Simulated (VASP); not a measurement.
## KCl: single point with PBE

KCl:

```
K Cl
1.0
     3.84534    0.01758   -0.05628
     0.01758    3.70018   -0.04676
    -0.05628   -0.04676    3.76015
K Cl
1 1
Direct
  0.99433 0.99293 0.98727
  0.50567 0.50707 0.51273
```

This cell differs from its parent crystal: atoms moved at random and the cell strained at random.

```json
{"Program": "VASP 6.6.1", "Task": "single point", "Functional": "PBE", "Potentials or basis": "VASP PAW PBE potentials, release 64 (K_sv, Cl)", "Cutoff": "520 eV", "k mesh": "6 × 6 × 6", "Occupations": "gaussian, width 0.02 eV", "Spin": "no spin polarisation", "Dipole correction": "no", "Further INCAR settings": "ALGO = Normal; EDIFF = 1e-06; NBANDS = 15"}
```

```json
{
  "Pressure": "1.3 GPa",
  "Largest force": "0.136 eV/Å",
  "Band gap on the k mesh": "4.95 eV (least direct gap 5.14 eV)"
}
```

Forces in eV/Å, atoms in the order of the input:
```
K    0.058  0.062  0.105
Cl  -0.058 -0.062 -0.105
```

Stress tensor (GPa, compression positive):
```
0.42 0.04 0.29
0.04 2.16 0.23
0.29 0.23 1.39
```

Levels at points of the mesh, in eV from the valence-band top:
```
           k point  band 6  band 7  band 8  band 9  band 10  band 11
(0.00, 0.00, 0.00)   -0.41   -0.29   -0.19    4.95     6.39     6.53
(0.50, 0.00, 0.00)   -1.98   -0.34   -0.21    7.79     7.89     8.31
(0.00, 0.50, 0.00)   -2.00   -0.44   -0.26    7.87     7.91     8.59
(0.50, 0.50, 0.00)   -1.41   -1.31   -0.07    6.14     7.30     8.88
(0.00, 0.00, 0.50)   -1.99   -0.44   -0.20    7.82     7.89     8.52
(0.50, 0.00, 0.50)   -1.40   -1.32    0.00    6.10     7.43     9.06
(0.00, 0.50, 0.50)   -1.39   -1.32   -0.18    6.20     7.10     8.71
(0.50, 0.50, 0.50)   -1.56   -1.52   -1.48    8.67     8.92     9.02
```

Run time: 72 s on 1 thread of AMD EPYC 7R43 64-Core Processor (Zen 3) (shared host), peak memory 0.18 GiB.

Caveat: the cell differs from its parent crystal (atoms moved at random and the cell strained at random). A k mesh can miss the band edges.
